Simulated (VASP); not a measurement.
## Rh: single point with LDA

Crystal: Rh.

```
Rh
1.0
     2.69174    0.00000    0.00000
    -1.34587    2.33112    0.00000
     0.00000    0.00000    8.79807
Rh
4
Direct
  0.00000 0.00000 0.00000
  0.33333 0.66667 0.25000
  0.01072 0.02145 0.50000
  0.66667 0.33333 0.75000
```

| Quantity | Value |
| --- | --- |
| Program | VASP 6.6.1 |
| Task | single point |
| Functional | LDA |
| Potentials or basis | VASP PAW LDA potentials, release 64 (Rh_pv) |
| Cutoff | 520 eV |
| k mesh | 9 × 9 × 3 |
| Occupations | fermi-dirac, width 0.1 eV |
| Spin | no spin polarisation |
| Dipole correction | no |
| Further INCAR settings | ALGO = Normal; EDIFF = 1e-06; NBANDS = 38 |

| Quantity | Value |
| --- | --- |
| Pressure | -10.6 GPa |
| Largest force | 0.173 eV/Å |
| Band gap on the k mesh | zero (band 30 reaches 12.25 eV, above the bottom of band 31 at 10.63 eV) |

Forces on the atoms (eV/Å):
```
Rh   0.000 -0.020  0.000
Rh   0.000  0.100 -0.008
Rh   0.000 -0.173  0.001
Rh   0.000  0.093  0.008
```

Stress tensor (GPa, compression positive):
```
-10.08   0.00   0.00
  0.00 -10.06  -0.05
  0.00  -0.05 -11.63
```

Levels at points of the mesh, in eV from the Fermi level:
```tsv
k point	band 25	band 26	band 27	band 28	band 29	band 30	band 31	band 32	band 33	band 34
(0.00, 0.00, 0.00)	-2.72	-2.61	-2.61	-1.42	-1.42	-0.83	-0.83	-0.33	-0.33	0.44
```

It took 55 s on 1 thread of Intel(R) Xeon(R) 6975P-C (Granite Rapids), with other jobs on the host, peak memory 0.22 GiB.
